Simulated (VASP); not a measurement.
Crystal: InAgTe2.

```
CELL_PARAMETERS angstrom
-3.25721 3.25721 6.42571
3.25721 -3.25721 6.42571
3.25721 3.25721 -6.42571
ATOMIC_POSITIONS crystal
Ag 0.00000 0.00000 0.00000
Ag 0.75000 0.25000 0.50000
Te 0.37500 0.37195 0.49695
Te 0.12195 0.62500 0.99695
Te 0.87500 0.87805 0.50305
Te 0.62805 0.12500 0.00305
In 0.50000 0.50000 0.00000
In 0.25000 0.75000 0.50000
```

Base run:

- Program: VASP 6.6.1
- Functional: PBE
- Potentials or basis: VASP PAW PBE potentials, release 64 (Ag, Te, In_d)
- Cutoff: 500 eV
- k mesh: 6 × 6 × 6
- Occupations: fermi-dirac, width 0.02 eV
- Spin: no spin polarisation

Its results: band gap on the k mesh 0.15 eV; pressure 1.2 GPa; largest force 0.149 eV/Å.

Problem. The run is repeated on the same cell with these changes: functional from PBE to LDA; potentials or basis from VASP PAW PBE potentials, release 64 (Ag, Te, In_d) to VASP PAW LDA potentials, release 64 (Ag, Te, In_d). What comes out?

Solution. Band gap on the k mesh 0.02 eV; pressure -2.7 GPa; largest force 0.228 eV/Å.

Caveats: semilocal functionals underestimate gaps, and a narrow one can read as zero; spin-orbit coupling is left out, which moves the levels of the heavy elements.

